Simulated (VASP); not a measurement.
A run of VASP 6.6.1 is set up as follows.

Contents of INCAR:

```
ALGO = Normal
EDIFF = 1E-6
EDIFFG = -0.01
ENCUT = 600
IBRION = 2
ISIF = 3
ISMEAR = 0
LASPH = T
LCHARG = F
LREAL = F
LWAVE = F
NELM = 100
NSW = 80
PREC = Accurate
SIGMA = 0.05
```

Contents of KPOINTS:

```
k-points
0
Gamma
  11 11 11
```

The input POSCAR:

```
ScZn3
1.0
    0.0000000000      3.1563880000      3.1563880000
    3.1563880000      0.0000000000      3.1563880000
    3.1563880000      3.1563880000      0.0000000000
Sc Zn
1 3
Direct
    0.0000000000      0.0000000000      0.0000000000
    0.2500000000      0.2500000000      0.2500000000
    0.7500000000      0.7500000000      0.7500000000
    0.5000000000      0.5000000000      0.5000000000
```

Potentials or basis: VASP PAW LDA potentials, release 64 (Sc_sv, Zn).

The run is started by

```console
$ cat potpaw_LDA.64/Sc_sv/POTCAR potpaw_LDA.64/Zn/POTCAR > POTCAR
$ mpirun -np 1 vasp_std > vasp.out
```

Q: Estimate the band gap on the k mesh.

A: Zero (an odd number of electrons rules out a gap without spin polarisation).

Q: Predict the relaxed cell.

A: a = 4.371 Å, b = 4.371 Å, c = 4.371 Å, α = 60.00°, β = 60.00°, γ = 60.00°.

Q: Predict the relaxed volume.

A: 14.76 Å³/atom.

Step by step:
| step | energy change (eV) | largest force (eV/Å) | pressure (GPa) | volume (Å³) |
| --- | --- | --- | --- | --- |
| 1 | 0.0000 | 0.0000 | -5.76 | 62.89 |
| 2 | -0.0649 | 0.0000 | 2.06 | 57.89 |
| 3 | -0.0724 | 0.0000 | -0.02 | 59.04 |
